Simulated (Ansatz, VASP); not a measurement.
MgO: VASP beside Ansatz

Contents of INCAR:

```
SYSTEM = MgO
  ALGO = Normal
  EDIFF = 1E-6
  ENCUT = 840
  GGA = PE
  GGA_COMPAT = .FALSE.
  ISIF = 2
  ISMEAR = 0
  LASPH = .TRUE.
  LCHARG = .TRUE.
  LELF = .TRUE.
  LREAL = .FALSE.
  LVHAR = .TRUE.
  LWAVE = .FALSE.
  NBANDS = 15
  NELM = 120
  PREC = Accurate
  SIGMA = 0.05
```

The input KPOINTS:

```
k-points
0
G
  8 8 8
  0 0 0
```

The input POSCAR:

```
MgO
1.0
    0.0000000000      2.1782000000      2.1782000000
    2.1782000000      0.0000000000      2.1782000000
    2.1782000000      2.1782000000      0.0000000000
Mg O
1 1
Direct
    0.0000000000      0.0000000000      0.0000000000
    0.5000000000      0.5000000000      0.5000000000
```

Input for Ansatz:

```yaml
crystal:
  lattice:
    - [0.0, 2.1782, 2.1782]
    - [2.1782, 0.0, 2.1782]
    - [2.1782, 2.1782, 0.0]
  atoms:
    - { symbol: Mg, position: [0.0, 0.0, 0.0] }
    - { symbol: O, position: [0.5, 0.5, 0.5] }
hamiltonian:
  xc: pbe
  pseudopotentials: { kind: paw }
basis:
  ecutwfc: 420
kpoints:
  mp_grid: { grid: [8, 8, 8] }
scf:
  occupations: { method: gaussian, width: 0.05 }
  lower_state_search: "off"
  max_iter: 100
output:
  forces: true
  stress: true
```

Alike in both runs: task single point; functional PBE; k mesh 8 × 8 × 8; occupations gaussian, width 0.05 eV; no spin polarisation.

```csv
,VASP,Ansatz
version,VASP 6.6.1,Ansatz 0.2.0
potentials or method,"VASP PAW PBE potentials, release 64 (Mg_sv, O), cutoff 840 eV","PAW, plane waves, scalar-relativistic"
valence electrons in the cell,16,16
```

|  | VASP | Ansatz | Ansatz less VASP |
| --- | --- | --- | --- |
| pressure (GPa) | -9.3 | -9.2 | +0.06 |
